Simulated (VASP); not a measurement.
# Ru (P6_3/mmc) in VASP: settings compared, part 2 of 2

VASP 6.6.1.

### 3 Single point, PBEsol (volume scaled by 0.94)

The input, INCAR:

```
ALGO = Normal
EDIFF = 1E-6
ENCUT = 520
GGA = PS
ISIF = 2
ISMEAR = -1
LASPH = True
LCHARG = False
LREAL = False
LWAVE = False
NBANDS = 21
NELM = 80
PREC = Accurate
SIGMA = 0.05
```

The input, KPOINTS:

```
k-points
0
Gamma
  11 11 6
```

The input, POSCAR:

```
Ru
1.0
    2.6505640930      0.0000000000      0.0000000000
   -1.3252820465      2.2954558389      0.0000000000
    0.0000000000      0.0000000000      4.1944897589
Ru
2
Direct
    0.6666666667      0.3333333333      0.7500000000
    0.3333333333      0.6666666667      0.2500000000
```

Potentials or basis: VASP PAW PBE potentials, release 64 (Ru_pv).

Started as:

```bash
cat potpaw_PBE.64/Ru_pv/POTCAR > POTCAR
mpirun -np 1 vasp_std > vasp.out
```

OUTCAR:

```text
EDIFF = 1E-6
   ENCUT = 520
   GGA = PS
   ISIF = 2
   ISMEAR = -1
   LASPH = True
   LREAL = False
   NELM = 80
   PREC = Accurate

 ion  position               nearest neighbor table
   1  0.667  0.333  0.750-   2 2.60   2 2.60   2 2.60   2 2.60   2 2.60   2 2.60
   2  0.333  0.667  0.250-   1 2.60   1 2.60   1 2.60   1 2.60   1 2.60   1 2.60

  LATTYP: Found a hexagonal cell.
 ALAT       =     2.6505640930
 C/A-ratio  =     1.5824894670

  Lattice vectors:

 A1 = (   2.6505640930,   0.0000000000,   0.0000000000)
 A2 = (  -1.3252820465,   2.2954558389,   0.0000000000)
 A3 = (   0.0000000000,   0.0000000000,   4.1944897589)

Analysis of symmetry for initial positions (statically):
=====================================================================
 Subroutine PRICEL returns:
 Original cell was already a primitive cell.

 Routine SETGRP: Setting up the symmetry group for a
 hexagonal supercell.

 Subroutine GETGRP returns: Found 24 space group operations
[... 154 lines left out ...]
 NGX is ok and might be reduce to    20
   NGX =  9   NGY =  9   NGZ = 15

 number of electron      27.9999992 magnetization

 Free energy of the ion-electron system (eV)
  ---------------------------------------------------
  ext. energy  EPLUGINS =         0.00000000
  ---------------------------------------------------
  free energy    TOTEN  =       -20.28149693 eV

  energy without entropy =      -20.26604344  energy(sigma->0) =      -20.27377018

 E-fermi :  13.7937     XC(G=0): -14.6681

 val. band max:       13.7793893021   @ k =   0.2727   0.0000   0.0000
 cond. band min:      13.8085855163   @ k =   0.2727   0.1818   0.1667
 fundamental gap:      0.0291962142
 Fermi energy:        13.7936677178

 k-point     1 :       0.0000    0.0000    0.0000
  band No.  band energies     occupation
      1     -29.9907      2.00000
      2     -28.8406      2.00000
      3     -28.8406      2.00000
      4     -28.6336      2.00000
      5     -28.6336      2.00000
      6     -28.5822      2.00000
[... 565 lines left out ...]
     20      24.0823      0.00000
     21      26.2290      0.00000

 [... further k-points ...]
[... 5 lines left out ...]
  --------------------------------------------------------------------------------------
  -------------------------------------------------------------------------------------
  Total        2.6016966      2.6016966      2.7555662     -0.0000000      0.0000000      0.0000000
  in kB      163.3355945    163.3355945    172.9955955     -0.0000000      0.0000000      0.0000000
  external PRESSURE =     166.5555949 kB  Pullay stress =       0.0000000 kB

 VOLUME and BASIS-vectors are now :
 -----------------------------------------------------------------------------
  energy-cutoff  :      520.00
  volume of cell :       25.52
      direct lattice vectors                 reciprocal lattice vectors
     2.650564093  0.000000000  0.000000000     0.377278181  0.217821659  0.000000000
    -1.325282046  2.295455839  0.000000000     0.000000000  0.435643319  0.000000000
     0.000000000  0.000000000  4.194489759     0.000000000  0.000000000  0.238408020

 POSITION                                       TOTAL-FORCE (eV/Angst)
 -----------------------------------------------------------------------------------
      1.32528      0.76515      3.14587        -0.000000     -0.000000      0.000000
     -0.00000      1.53030      1.04862         0.000000      0.000000      0.000000
 -----------------------------------------------------------------------------------
    total drift:                               -0.000000      0.000000     -0.000000

  FREE ENERGIE OF THE ION-ELECTRON SYSTEM (eV)
  ---------------------------------------------------
  free  energy   TOTEN  =       -20.2814969263 eV

  energy  without entropy=      -20.2660434394  energy(sigma->0) =      -20.27377018
```

OSZICAR:

```text
N       E                     dE             d eps       ncg     rms          rms(c)
DAV:   1     0.288066527035E+03    0.28807E+03   -0.17543E+04  2688   0.150E+03
DAV:   2    -0.157523436408E+02   -0.30382E+03   -0.29421E+03  2738   0.449E+02
DAV:   3    -0.217621525969E+02   -0.60098E+01   -0.59727E+01  3193   0.706E+01
DAV:   4    -0.218053573251E+02   -0.43205E-01   -0.43162E-01  3286   0.582E+00
DAV:   5    -0.218059726961E+02   -0.61537E-03   -0.60867E-03  3079   0.614E-01    0.224E+01
DAV:   6    -0.203971233278E+02    0.14088E+01   -0.30072E+00  3183   0.170E+01    0.647E+00
DAV:   7    -0.202933182546E+02    0.10381E+00   -0.65187E-01  3028   0.588E+00    0.106E+00
DAV:   8    -0.202834294891E+02    0.98888E-02   -0.13706E-02  2963   0.124E+00    0.597E-01
DAV:   9    -0.202814797708E+02    0.19497E-02   -0.18624E-03  3088   0.476E-01    0.307E-02
DAV:  10    -0.202814970437E+02   -0.17273E-04   -0.38540E-05  3053   0.670E-02    0.131E-02
DAV:  11    -0.202814969263E+02    0.11738E-06   -0.23452E-06  2759   0.151E-02
   1 F= -.20281497E+02 E0= -.20273770E+02  d E =-.154535E-01
```

It took 9.9 s on 1 thread of Intel Xeon 6975P-C (Granite Rapids), shared host; peak memory 0.15 GiB.

What came out:

- Free energy: -20.2815 eV
- Pressure: 16.7 GPa
- Band gap on the k mesh: zero (band 14 reaches 15.53 eV, above the bottom of band 15 at 12.14 eV)

Stress tensor (GPa, compression positive):
```
16.33  0.00  0.00
 0.00 16.33  0.00
 0.00  0.00 17.30
```

Caveat: the PAW data sets were made with another functional, which shifts forces and pressure a little.

### 4 Single point, LDA (volume scaled by 0.96)

The input, INCAR:

```
SYSTEM = Ru
PREC     = Accurate       ! precision mode
ENCUT    = 520            ! plane-wave cutoff, eV
EDIFF    = 1E-6           ! SCF threshold, eV
ISMEAR   = -1             ! smearing method
SIGMA    = 0.05           ! smearing width, eV
LREAL    = .False.        ! projectors in reciprocal space
LASPH    = .True.         ! aspherical terms in the spheres
NELM     = 80             ! most SCF steps
ALGO     = Fast           ! electronic algorithm
ISIF     = 2              ! what is computed and relaxed
LWAVE    = .False.        ! write WAVECAR
LCHARG   = .True.         ! write CHGCAR
LELF     = .True.         ! ELF
LVHAR    = .True.       
NBANDS   = 21             ! bands
```

The input, KPOINTS:

```
Automatic mesh
0
Gamma
  11 11 6
  0 0 0
```

The input, POSCAR:

```
Ru
1.0
    2.6692306523      0.0000000000      0.0000000000
   -1.3346153261      2.3116215535      0.0000000000
    0.0000000000      0.0000000000      4.2240293924
Ru
2
Direct
    0.6666666667      0.3333333333      0.7500000000
    0.3333333333      0.6666666667      0.2500000000
```

Potentials or basis: VASP PAW LDA potentials, release 64 (Ru_pv).

Started as:

```bash
cat potpaw_LDA.64/Ru_pv/POTCAR > POTCAR
mpirun -np 1 vasp_std > vasp.out
```

Run time: 11 s. Hardware: 1 thread of Intel Xeon 6975P-C (Granite Rapids), shared host; peak memory 0.14 GiB.

It converged, with:

- Free energy: -21.3848 eV
- Pressure: 2.4 GPa
- Band gap on the k mesh: zero (band 14 reaches 15.07 eV, above the bottom of band 15 at 11.79 eV)

Stress tensor (GPa, compression positive):
```
2.38 0.00 0.00
0.00 2.38 0.00
0.00 0.00 2.56
```

Levels at points of the mesh, in eV from the Fermi level:
```tsv
k point	band 12	band 13	band 14	band 15	band 16	band 17
(0.00, 0.00, 0.00)	-1.98	-1.98	-1.41	-1.41	1.34	1.34
(0.00, 0.00, 0.50)	-2.88	-2.79	-2.79	0.67	0.67	0.67
```

### 5 Single point, PBEsol (volume scaled by 0.96)

INCAR: that of step 4 with these lines changed.

```diff
@@ -9,8 +9,7 @@
 NELM     = 80             ! most SCF steps
-ALGO     = Fast           ! electronic algorithm
+ALGO     = Normal         ! electronic algorithm
 ISIF     = 2              ! what is computed and relaxed
 LWAVE    = .False.        ! write WAVECAR
-LCHARG   = .True.         ! write CHGCAR
-LELF     = .True.         ! ELF
-LVHAR    = .True.       
+LCHARG   = .False.        ! write CHGCAR
+GGA      = PS             ! functional
 NBANDS   = 21             ! bands
```

The input, KPOINTS:

```
regular mesh
0
Gamma
  11 11 6
  0 0 0
```

POSCAR is that of step 4.

Potentials or basis: VASP PAW PBE potentials, release 64 (Ru_pv).

Started as:

```bash
cat potpaw_PBE.64/Ru_pv/POTCAR > POTCAR
mpirun -np 1 vasp_std > vasp.out
```

Run time: 10 s. Hardware: 1 thread of Intel Xeon 6975P-C (Granite Rapids), shared host; peak memory 0.15 GiB.

Results (log left out):

| Quantity | Value |
| --- | --- |
| Free energy | -20.3235 eV |
| Pressure | 8.1 GPa |
| Band gap on the k mesh | zero (band 14 reaches 15.07 eV, above the bottom of band 15 at 11.79 eV) |

Stress tensor (GPa, compression positive):
```
7.96 0.00 0.00
0.00 7.96 0.00
0.00 0.00 8.36
```

Levels at points of the mesh, in eV from the Fermi level:
```csv
k point,band 11,band 12,band 13,band 14,band 15,band 16,band 17,band 18
"(0.00, 0.00, 0.00)",-2.51,-1.97,-1.97,-1.40,-1.40,1.34,1.34,1.36
"(0.00, 0.00, 0.50)",-2.87,-2.87,-2.80,-2.80,0.67,0.67,0.67,0.67
```

Caveat: the PAW data sets were made with another functional, which shifts forces and pressure a little.

### 6 Summary

| level | potentials or basis | cell | gap on the mesh (eV) | pressure (GPa) |
| --- | --- | --- | --- | --- |
| LDA | VASP PAW LDA potentials, release 64 (Ru_pv) | a = 2.651, b = 2.651, c = 4.194 Å, angles 90.0, 90.0, 120.0°, 2 atoms | none | 11.0 |
| PBEsol | VASP PAW PBE potentials, release 64 (Ru_pv) | a = 2.651, b = 2.651, c = 4.194 Å, angles 90.0, 90.0, 120.0°, 2 atoms | none | 16.7 |
| LDA | VASP PAW LDA potentials, release 64 (Ru_pv) | a = 2.669, b = 2.669, c = 4.224 Å, angles 90.0, 90.0, 120.0°, 2 atoms | none | 2.4 |
| PBEsol | VASP PAW PBE potentials, release 64 (Ru_pv) | a = 2.669, b = 2.669, c = 4.224 Å, angles 90.0, 90.0, 120.0°, 2 atoms | none | 8.1 |

Alike in all rows: task single point; no spin polarisation; k mesh 11 × 11 × 6; cutoff (eV) 520; smearing fermi-dirac 0.05 eV.

Caveats: the PAW data sets were made with another functional, which shifts forces and pressure a little (some runs).

Absolute energies hang on the potentials; compare differences alone.
